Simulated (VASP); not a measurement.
Input of a VASP 6.6.1 run:

File INCAR:

```
PREC = Accurate ; ENCUT = 520
EDIFF = 1E-7 ; ISMEAR = 0
SIGMA = 0.05 ; LREAL = F
LASPH = T ; NELM = 150
ALGO = Normal ; ISIF = 2
LWAVE = F ; LCHARG = F
LMAXMIX = 4 ; LDAU = T
LDAUTYPE = 2 ; LDAUL = -1 2 -1
LDAUU = 0 4 0 ; LDAUJ = 0 0 0
LDAUPRINT = 1 ; GGA = PE
NBANDS = 28
```

The input KPOINTS:

```
regular mesh
0
Gamma
  6 6 6
```

Contents of POSCAR:

```
BaTiO3
1.0
    4.0082194129      0.0000000000      0.0000000000
    0.0000000000      2.8732814832      2.8137704795
    0.0000000000     -2.8732814832      2.8137704795
Ba Ti O
1 1 3
Direct
    0.0000000000      0.0080771898      0.0080771898
    0.5000000000      0.5197092923      0.5197092923
    0.0000000000      0.4916268263      0.4916268263
    0.5000000000      0.4938075436      0.9829991481
    0.5000000000      0.9829991481      0.4938075436
```

Potentials or basis: VASP PAW PBE potentials, release 64 (Ba_sv, Ti_sv, O).

Command:

```console
$ cat potpaw_PBE.64/Ba_sv/POTCAR potpaw_PBE.64/Ti_sv/POTCAR potpaw_PBE.64/O/POTCAR > POTCAR
$ mpirun -np 1 vasp_std > vasp.out
```

**Question.** What does it give for the largest force?

**Answer.** 0.979 eV/Å.

**Question.** Predict the pressure.

**Answer.** 7.9 GPa.

Stress tensor (GPa, compression positive):
```
 6.01  0.00  0.00
 0.00  6.27  0.00
 0.00  0.00 11.50
```

Caveat: the cell differs from its parent crystal (strain +0.000 along x and y, -0.025 along z); the cell stands under pressure.
